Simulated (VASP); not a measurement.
# Sn (Im-3m) in VASP: notebook

Sn is run at these levels: PBEsol+D3(BJ), LDA, PBEsol; tasks: single point, relaxation of cell and atoms.

Program: VASP 6.6.1. These are calculated values, not measurements. Logs are shortened: lines on timing, memory, paths and dates and some standing lists are left out, and cuts for length are marked.

### Step 1. The cell of the first run

The structure is cubic, space group Im-3m (No. 229). The conventional cell has a = 3.681 Å, b = 3.681 Å, c = 3.681 Å, α = 90.00°, β = 90.00°, γ = 90.00°. Sn (site symmetry m-3m) has 14 Sn at 3.19 to 3.68 Å within 4.2 Å.

This isn't the form of Sn at room conditions, which is tetragonal (white tin).

### Step 2. Single point, PBEsol+D3(BJ)

Input file INCAR:

```
SYSTEM = Sn
ALGO = Normal
EDIFF = 1E-6
ENCUT = 520
GGA = PS
ISIF = 2
ISMEAR = -1
IVDW = 12
LASPH = .TRUE.
LCHARG = .FALSE.
LREAL = .FALSE.
LWAVE = .FALSE.
NBANDS = 13
NELM = 100
PREC = Accurate
SIGMA = 0.15
```

Input file KPOINTS:

```
k-points
0
G
  12 12 12
  0 0 0
```

Input file POSCAR:

```
Sn
1.0
   -1.8404672392      1.8404672392      1.8404672392
    1.8404672392     -1.8404672392      1.8404672392
    1.8404672392      1.8404672392     -1.8404672392
Sn
1
Direct
    0.0000000000      0.0000000000      0.0000000000
```

Potentials or basis: VASP PAW PBE potentials, release 64 (Sn_d).

Run with:

```
cat potpaw_PBE.64/Sn_d/POTCAR > POTCAR
mpirun -np 1 vasp_std > vasp.out
```

OUTCAR:

```text
SYSTEM = Sn
   EDIFF = 1E-6
   ENCUT = 520
   GGA = PS
   ISIF = 2
   ISMEAR = -1
   IVDW = 12
   LASPH = .TRUE.
   LREAL = .FALSE.
   NELM = 100
   PREC = Accurate
 IVDW          = 12

 ion  position               nearest neighbor table
   1  0.000  0.000  0.000-

  LATTYP: Found a body centered cubic cell.
 ALAT       =     3.6809344784

  Lattice vectors:

 A1 = (  -1.8404672392,   1.8404672392,   1.8404672392)
 A2 = (   1.8404672392,  -1.8404672392,   1.8404672392)
 A3 = (   1.8404672392,   1.8404672392,  -1.8404672392)

Analysis of symmetry for initial positions (statically):
=====================================================================
 Subroutine PRICEL returns:
 Original cell was already a primitive cell.

 Routine SETGRP: Setting up the symmetry group for a
 body centered cubic supercell.

 Subroutine GETGRP returns: Found 48 space group operations
 (whereof 48 operations were pure point group operations)
 out of a pool of 48 trial point group operations.

The static configuration has the point symmetry O_h .

Analysis of symmetry for dynamics (positions and initial velocities):
=====================================================================
 Subroutine PRICEL returns:
 Original cell was already a primitive cell.

 Routine SETGRP: Setting up the symmetry group for a
 body centered cubic supercell.

 Subroutine GETGRP returns: Found 48 space group operations
 (whereof 48 operations were pure point group operations)
 out of a pool of 48 trial point group operations.

The dynamic configuration has the point symmetry O_h .

 Subroutine INISYM returns: Found 48 space group operations
 (whereof 48 operations are pure point group operations),
 and found     1 'primitive' translations

----------------------------------------------------------------------------------------

                                     Primitive cell

  volume of cell :      24.9370

  direct lattice vectors                    reciprocal lattice vectors
    -1.840467239  1.840467239  1.840467239     0.000000000  0.271670144  0.271670144
     1.840467239 -1.840467239  1.840467239     0.271670144  0.000000000  0.271670144
     1.840467239  1.840467239 -1.840467239     0.271670144  0.271670144  0.000000000

  length of vectors
     3.187782768  3.187782768  3.187782768     0.384199602  0.384199602  0.384199602

  position of ions in fractional coordinates (direct lattice)
     0.000000000  0.000000000  0.000000000

  ion indices of the primitive-cell ions
   primitive index   ion index
                 1           1

----------------------------------------------------------------------------------------

 KPOINTS: k-points

Automatic generation of k-mesh.
 Grid dimensions read from file:
 generate k-points for:   12   12   12

 Generating k-lattice:

  Cartesian coordinates                     Fractional coordinates (reciprocal lattice)
     0.000000000  0.022639179  0.022639179     0.083333333  0.000000000  0.000000000
     0.022639179  0.000000000  0.022639179     0.000000000  0.083333333  0.000000000
     0.022639179  0.022639179  0.000000000     0.000000000  0.000000000  0.083333333

  Length of vectors
     0.032016634  0.032016634  0.032016634

  Shift w.r.t. Gamma in fractional coordinates (k-lattice)
     0.000000000  0.000000000  0.000000000

 Subroutine IBZKPT returns following result:
 ===========================================

 Found     72 irreducible k-points:

 Following reciprocal coordinates:
            Coordinates               Weight
  0.000000  0.000000  0.000000      1.000000
  0.083333  0.000000  0.000000     12.000000
  0.166667  0.000000  0.000000     12.000000
  0.250000  0.000000  0.000000     12.000000
  0.333333  0.000000  0.000000     12.000000
  0.416667  0.000000  0.000000     12.000000
[... 16 lines left out ...]
  0.333333  0.083333  0.083333     24.000000
  0.416667  0.083333  0.083333     12.000000
 [... further k-points ...]
   k-points           NKPTS =     72   k-points in BZ     NKDIM =     72   number of bands    NBANDS=     13
   number of dos      NEDOS =    301   number of ions     NIONS =      1
   total plane-waves  NPLWV =  13824
   dimension x,y,z NGX =    24 NGY =   24 NGZ =   24
   dimension x,y,z NGXF=    48 NGYF=   48 NGZF=   48
   ions per type =               1
   NGX,Y,Z   is equivalent  to a cutoff of  12.52, 12.52, 12.52 a.u.
   NGXF,Y,Z  is equivalent  to a cutoff of  25.03, 25.03, 25.03 a.u.
 SYSTEM =  Sn
   PREC   = accura    normal or accurate (medium, high low for compatibility)
   ISTART =      0    job   : 0-new  1-cont  2-samecut
   ICHARG =      2    charge: 1-file 2-atom 10-const
   ISPIN  =      1    spin polarized calculation?
   LNONCOLLINEAR =      F non collinear calculations
   LSORBIT =      F    spin-orbit coupling
   LASPH  =      T    aspherical Exc in radial PAW
   ENCUT  =  520.0 eV  38.22 Ry    6.18 a.u.   5.93  5.93  5.93*2*pi/ulx,y,z
   NELM   =    100;   NELMIN=  2; NELMDL= -5     # of ELM steps
   EDIFF  = 0.1E-05   stopping-criterion for ELM
   LREAL  =      F    real-space projection
   EDIFFG = 0.1E-04   stopping-criterion for IOM
   NSW    =      0    number of steps for IOM
   IBRION =     -1    ionic relax: 0-MD 1-quasi-New 2-CG
   NFREE  =      0    steps in history (QN), initial steepest desc. (CG)
   ISIF   =      2    stress and relaxation
   ISYM   =      2    0-nonsym 1-usesym 2-fastsym
   POTIM  = 0.5000    time-step for ionic-motion
   TEBEG  =    0.0;   TEEND  =   0.0 temperature during run
   PSTRESS=    0.0 pullay stress
   NELECT =      14.0000    total number of electrons
   NUPDOWN=      -1.0000    fix difference up-down
   EMIN   =  10.00;   EMAX   =-10.00  energy-range for DOS
   EFERMI =   0.00;   METHOD = LEGACY
   ISMEAR =    -1;   SIGMA  =   0.15  broadening in eV -4-tet -1-fermi 0-gaus
   EFERMI_NEDOS =   21; number of points for ismear=-14 and -15
   IALGO  =     38    algorithm
   IMIX   =      4    mixing-type and parameters
     AMIX     =   0.40;   BMIX     =  1.00
     AMIX_MAG =   1.60;   BMIX_MAG =  1.00
  volume/ion in A,a.u.               =      24.94       168.28
  Fermi-wavevector in a.u.,A,eV,Ry     =   1.350525  2.552123 24.815922  1.823919
  Thomas-Fermi vector in A             =   2.478023
   LORBIT       =      0    0 simple, 1 ext, 2 COOP (PROOUT), +10 PAW based schemes
   GGA     = PS    functional components
   LHFCALC =     F    Hartree Fock is set to
   AEXX    =    0.0000 exact exchange contribution
   IVDW    =    12    specifies the selected vdW correction
   LEPSILON=     F    determine dielectric tensor
   LRPA    =     F    only Hartree local field effects (RPA)
 non-spin polarized calculation
  energy-cutoff  :      520.00
  volume of cell :       24.94
 maximum number of plane-waves:       688
   NGX = 11   NGY = 11   NGZ = 11

 number of electron      14.0000006 magnetization

 Free energy of the ion-electron system (eV)
  ---------------------------------------------------
  ext. energy  EPLUGINS =         0.00000000
  ---------------------------------------------------
  free energy    TOTEN  =        -4.24229117 eV

  energy without entropy =       -4.20528820  energy(sigma->0) =       -4.22378968

 E-fermi :   9.0332     XC(G=0): -10.9169

 val. band max:        8.9130389671   @ k =   0.2500   0.1667   0.1667
 cond. band min:       9.1210537411   @ k =  -0.4167   0.4167   0.4167
 fundamental gap:      0.2080147740
 Fermi energy:         9.0331678945

 k-point     1 :       0.0000    0.0000    0.0000
  band No.  band energies     occupation
      1     -12.4982      2.00000
      2     -12.4982      2.00000
      3     -12.4982      2.00000
      4     -12.3171      2.00000
      5     -12.3171      2.00000
      6      -2.7429      2.00000
      7      17.7934      0.00000
      8      17.7934      0.00000
      9      17.7934      0.00000
     10      21.3061      0.00000
     11      21.3061      0.00000
     12      21.3061      0.00000
     13      22.4281      0.00000

 k-point     2 :       0.0833    0.0000    0.0000
  band No.  band energies     occupation
      1     -12.5023      2.00000
      2     -12.4925      2.00000
      3     -12.4792      2.00000
      4     -12.3218      2.00000
      5     -12.3176      2.00000
      6      -2.5800      2.00000
      7      16.3699      0.00000
      8      17.1189      0.00000
      9      17.5327      0.00000
     10      20.0989      0.00000
     11      20.4293      0.00000
     12      21.0645      0.00000
     13      23.0709      0.00000

 k-point     3 :       0.1667    0.0000    0.0000
  band No.  band energies     occupation
      1     -12.5137      2.00000
      2     -12.4794      2.00000
      3     -12.4270      2.00000
      4     -12.3327      2.00000
      5     -12.3188      2.00000
      6      -2.0899      2.00000
      7      13.5851      0.00000
      8      15.8543      0.00000
      9      16.8377      0.00000
     10      19.1077      0.00000
     11      19.4081      0.00000
     12      21.1531      0.00000
     13      23.5183      0.00000
[... 305 lines left out ...]
 k-point    23 :       0.3333    0.0833    0.0833
  band No.  band energies     occupation
      1     -12.5407      2.00000
      2     -12.4677      2.00000
      3     -12.3305      2.00000
      4     -12.3232      2.00000
      5     -12.2504      2.00000
      6       1.6111      2.00000
      7       5.9270      2.00000
      8      11.2024      0.00000
      9      12.6146      0.00000
     10      20.1188      0.00000
     11      20.4436      0.00000
     12      24.4759      0.00000
     13      25.4612      0.00000

 k-point    24 :       0.4167    0.0833    0.0833
  band No.  band energies     occupation
      1     -12.5440      2.00000
      2     -12.4672      2.00000
      3     -12.3260      2.00000
      4     -12.3232      2.00000
      5     -12.2390      2.00000
      6       2.7418      2.00000
      7       4.4992      2.00000
      8      11.0011      0.00000
      9      12.4664      0.00000
     10      20.0148      0.00000
     11      20.3309      0.00000
     12      25.2289      0.00000
     13      25.7934      0.00000

 [... further k-points ...]

------------------------ aborting loop because EDIFF is reached ----------------------------------------

 Edisp (eV)   -0.42603

 E8    (eV) :    -0.3006

  FORCE on cell =-STRESS in cart. coord.  units (eV):
  Direction    XX          YY          ZZ          XY          YZ          ZX
  --------------------------------------------------------------------------------------
  -------------------------------------------------------------------------------------
  Total      -0.00921    -0.00921    -0.00921     0.00000     0.00000    -0.00000
  in kB      -0.59181    -0.59181    -0.59181     0.00000     0.00000    -0.00000
  external pressure =       -0.59 kB  Pullay stress =        0.00 kB

 VOLUME and BASIS-vectors are now :
 -----------------------------------------------------------------------------
  energy-cutoff  :      520.00
  volume of cell :       24.94
      direct lattice vectors                 reciprocal lattice vectors
    -1.840467239  1.840467239  1.840467239     0.000000000  0.271670144  0.271670144
     1.840467239 -1.840467239  1.840467239     0.271670144  0.000000000  0.271670144
     1.840467239  1.840467239 -1.840467239     0.271670144  0.271670144  0.000000000

 POSITION                                       TOTAL-FORCE (eV/Angst)
 -----------------------------------------------------------------------------------
      0.00000      0.00000      0.00000         0.000000     -0.000000     -0.000000
 -----------------------------------------------------------------------------------
    total drift:                               -0.000000      0.000000      0.000000

  FREE ENERGIE OF THE ION-ELECTRON SYSTEM (eV)
  ---------------------------------------------------
  free  energy   TOTEN  =        -4.6683244252 eV

  energy  without entropy=       -4.6313214578  energy(sigma->0) =       -4.64982294
```

Run time: 14 s. Hardware: 1 thread of Intel Xeon Platinum 8259CL at 2.50GHz (Skylake/Cascade Lake), shared host; peak memory 0.15 GiB.

Results:

- Free energy: -4.6683 eV
- Pressure: -0.1 GPa
- Band gap on the k mesh: zero (bands 7 and 8 overlap by 11.54 eV)
- Dispersion energy per atom: -0.426 eV

Levels at points of the mesh, in eV from the Fermi level:
```
           k point  band 4  band 5  band 6  band 7  band 8  band 9  band 10  band 11
(0.00, 0.00, 0.00)  -21.35  -21.35  -11.78    8.76    8.76    8.76    12.27    12.27
(0.50, 0.00, 0.00)  -21.36  -21.24   -6.54   -4.91    3.88    5.71     8.45     8.55
(0.50, 0.50, 0.50)  -21.27  -21.27   -1.99   -0.60   -0.60   -0.60     3.80     3.80
```

Caveat: the PAW data sets were made with another functional, which shifts forces and pressure a little; spin-orbit coupling is left out, which moves the levels of the heavy elements.

### Step 3. Single point, LDA

This run uses another cell than the first one, of 25.46 Å³/atom.

Input file INCAR:

```
PREC     = Accurate       # precision mode
ENCUT    = 520            # plane-wave cutoff, eV
EDIFF    = 1E-6           # SCF threshold, eV
ISMEAR   = -1             # smearing method
SIGMA    = 0.15           # smearing width, eV
LREAL    = F              # projectors in reciprocal space
LASPH    = T              # aspherical terms in the spheres
NELM     = 80             # most SCF steps
ALGO     = Normal         # electronic algorithm
ISIF     = 2              # what is computed and relaxed
LWAVE    = F              # write WAVECAR
LCHARG   = F              # write CHGCAR
NBANDS   = 13             # bands
```

Input file KPOINTS:

```
Automatic mesh
0
Gamma
  12 12 12
```

Input file POSCAR:

```
Sn
1.0
   -1.8531882598      1.8531882598      1.8531882598
    1.8531882598     -1.8531882598      1.8531882598
    1.8531882598      1.8531882598     -1.8531882598
Sn
1
Direct
    0.0000000000      0.0000000000      0.0000000000
```

Potentials or basis: VASP PAW LDA potentials, release 64 (Sn_d).

Run with:

```
cat potpaw_LDA.64/Sn_d/POTCAR > POTCAR
mpirun -np 1 vasp_std > vasp.out
```

Run time: 17 s. Hardware: 1 thread of Intel Xeon Platinum 8259CL at 2.50GHz (Skylake/Cascade Lake), shared host; peak memory 0.14 GiB.

The run converged. Its results:

| Property | Result |
| --- | --- |
| Free energy | -4.4636 eV |
| Pressure | 0.0 GPa |
| Band gap on the k mesh | zero (bands 7 and 8 overlap by 11.10 eV) |

Levels at points of the mesh, in eV from the Fermi level:
```
           k point  band 4  band 5  band 6  band 7  band 8  band 9  band 10  band 11
(0.00, 0.00, 0.00)  -21.35  -21.35  -11.61    8.43    8.43    8.43    12.32    12.32
(0.50, 0.00, 0.00)  -21.36  -21.25   -6.56   -4.76    3.74    5.62     8.39     8.57
(0.50, 0.50, 0.50)  -21.27  -21.27   -2.24   -0.59   -0.59   -0.59     3.92     3.92
```

Caveat: spin-orbit coupling is left out, which moves the levels of the heavy elements.

[end of part 1 of 2]
